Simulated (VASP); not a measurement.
Here is a VASP 6.6.1 calculation.

File INCAR:

```
SYSTEM = In
ALGO = Fast
EDIFF = 1E-6
ENCUT = 520
GGA = PE
ISIF = 2
ISMEAR = 0
IVDW = 12
LASPH = .TRUE.
LCHARG = .TRUE.
LELF = .TRUE.
LREAL = .FALSE.
LVHAR = .TRUE.
LWAVE = .FALSE.
NBANDS = 20
NELM = 100
PREC = Accurate
SIGMA = 0.15
```

Contents of KPOINTS:

```
k-points
0
G
  18 18 10
  0 0 0
```

The input POSCAR:

```
In
1.0
    3.2354202386      0.0000000000      0.0000000000
   -1.6177101193      2.8019561185      0.0000000000
    0.0000000000      0.0000000000      5.6744172076
In
2
Direct
    0.3333333333      0.6666666667      0.2500000000
    0.6666666667      0.3333333333      0.7500000000
```

Potentials or basis: VASP PAW PBE potentials, release 64 (In_d).

Launch:

```bash
$ cat potpaw_PBE.64/In_d/POTCAR > POTCAR
$ mpirun -np 1 vasp_std > vasp.out
```

Problem. What does it give for the dispersion energy per atom?

Solution. -0.344 eV.

Problem. Predict the band gap on the k mesh.

Solution. Zero (band 13 reaches 10.89 eV, above the bottom of band 14 at 5.01 eV).

Stress tensor (GPa, compression positive):
```
 1.39  0.00  0.00
 0.00  1.39  0.00
 0.00  0.00 -0.20
```

Caveat: the cell differs from its parent crystal (strain -0.030 along x and y, +0.030 along z); spin-orbit coupling is left out, which moves the levels of the heavy elements; pairwise dispersion overbinds metals, which lowers pressure and volume.
